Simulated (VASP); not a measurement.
Here is a VASP 6.6.1 calculation.

File INCAR:

```
SYSTEM = AlB3P4
PREC     = Accurate       ! precision mode
ENCUT    = 600            ! plane-wave cutoff, eV
EDIFF    = 1E-6           ! SCF threshold, eV
ISMEAR   = -1             ! smearing method
SIGMA    = 0.02           ! smearing width, eV
LREAL    = .FALSE.        ! projectors in reciprocal space
LASPH    = .TRUE.         ! aspherical terms in the spheres
NELM     = 80             ! most SCF steps
ALGO     = Normal         ! electronic algorithm
ISIF     = 3              ! what is computed and relaxed
LWAVE    = .FALSE.        ! write WAVECAR
LCHARG   = .FALSE.        ! write CHGCAR
GGA      = PE             ! functional
IBRION   = 2              ! ionic algorithm
NSW      = 80             ! ionic steps
EDIFFG   = -0.005         ! ionic threshold
```

File KPOINTS:

```
regular mesh
0
G
  8 8 8
  0 0 0
```

Contents of POSCAR:

```
AlB3P4
1.0
   -2.2855276431      2.2855276431      4.5710552863
    2.2855276431     -2.2855276431      4.5710552863
    2.2855276431      2.2855276431     -4.5710552863
B P Al
3 4 1
Direct
    0.7500000000      0.2500000000      0.5000000000
    0.5000000000      0.5000000000      0.0000000000
    0.2500000000      0.7500000000      0.5000000000
    0.1250000000      0.6250000000      0.0000000000
    0.8750000000      0.8750000000      0.5000000000
    0.6250000000      0.1250000000      0.0000000000
    0.3750000000      0.3750000000      0.5000000000
    0.0000000000      0.0000000000      0.0000000000
```

Potentials or basis: VASP PAW PBE potentials, release 64 (B, P, Al).

Command:

```console
$ cat potpaw_PBE.64/B/POTCAR potpaw_PBE.64/P/POTCAR potpaw_PBE.64/Al/POTCAR > POTCAR
$ mpirun -np 1 vasp_std > vasp.out
```

What does it give for the space group after relaxing (to 0.1 Å)?

I-42m (No. 121).

Predict the relaxed volume.

13.80 Å³/atom.

What does it give for the relaxed cell?

a = 5.864 Å, b = 5.864 Å, c = 5.864 Å, α = 131.60°, β = 131.60°, γ = 70.86°.

Estimate the band gap on the k mesh.

0.92 eV (least direct gap 0.93 eV).

Step by step:
```tsv
step	energy change (eV)	largest force (eV/Å)	pressure (GPa)	volume (Å³)
1	0.0000	7.3419	35.54	95.51
2	-0.9306	2.4699	-18.35	137.00
3	-3.8175	0.5782	-3.60	113.71
4	-3.8316	0.5998	-2.47	112.77
5	-3.8338	0.6440	-1.75	112.19
6	-3.8879	0.1356	0.32	110.22
7	-3.8886	0.0706	0.61	109.96
8	-3.8905	0.0317	-0.21	110.59
9	-3.8906	0.0148	-0.08	110.48
10	-3.8909	0.0065	-0.01	110.43
11	-3.8909	0.0048	0.01	110.41
```

Caveat: the volume moved by over 15 % at a fixed basis, so the end points are rough. A k mesh can miss the band edges.
